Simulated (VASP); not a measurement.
Here is a VASP 6.6.1 calculation.

POSCAR

```
Cu
1.0
    0.0000000000      1.8346125000      1.8617250000
    1.8346125000      0.0000000000      1.8617250000
    1.8346125000      1.8346125000      0.0000000000
Cu
1
Direct
    0.0000000000      0.0000000000      0.0000000000
```

File INCAR.step1:

```
SYSTEM = Cu
PREC = Accurate
ENCUT = 520
ISMEAR = 0
SIGMA = 0.15
LREAL = .FALSE.
LASPH = .TRUE.
NELM = 60
NBANDS = 12
GGA = PE
ALGO = Normal
EDIFF = 1E-4
LWAVE = .TRUE.
LCHARG = .FALSE.
```

INCAR.step2

```
SYSTEM = Cu
PREC = Accurate
ENCUT = 520
EDIFF = 1E-6
ISMEAR = 0
SIGMA = 0.15
LREAL = .FALSE.
LASPH = .TRUE.
NELM = 60
ALGO = Normal
ISIF = 2
LWAVE = .FALSE.
LCHARG = .FALSE.
METAGGA = R2SCAN
LMIXTAU = .TRUE.
NBANDS = 12
ISTART = 1
```

Contents of KPOINTS:

```
regular mesh
0
G
  22 22 22
  0 0 0
```

Potentials or basis: VASP PAW PBE potentials, release 64 (Cu).

Run with:

```bash
$ cat potpaw_PBE.64/Cu/POTCAR > POTCAR
$ cp INCAR.step1 INCAR
$ mpirun -np 1 vasp_std > vasp.out
$ cp INCAR.step2 INCAR
$ mpirun -np 1 vasp_std > vasp.out
```

(1) What does it give for the pressure?

(2) What does it give for the band gap on the k mesh?

Answers

(1) -11.3 GPa.

(2) zero (an odd number of electrons rules out a gap without spin polarisation).

Caveat: the cell differs from its parent crystal (strain +0.015 along x and y, +0.030 along z); the cell stands under tension; the PAW data sets were made with another functional, which shifts forces and pressure a little.
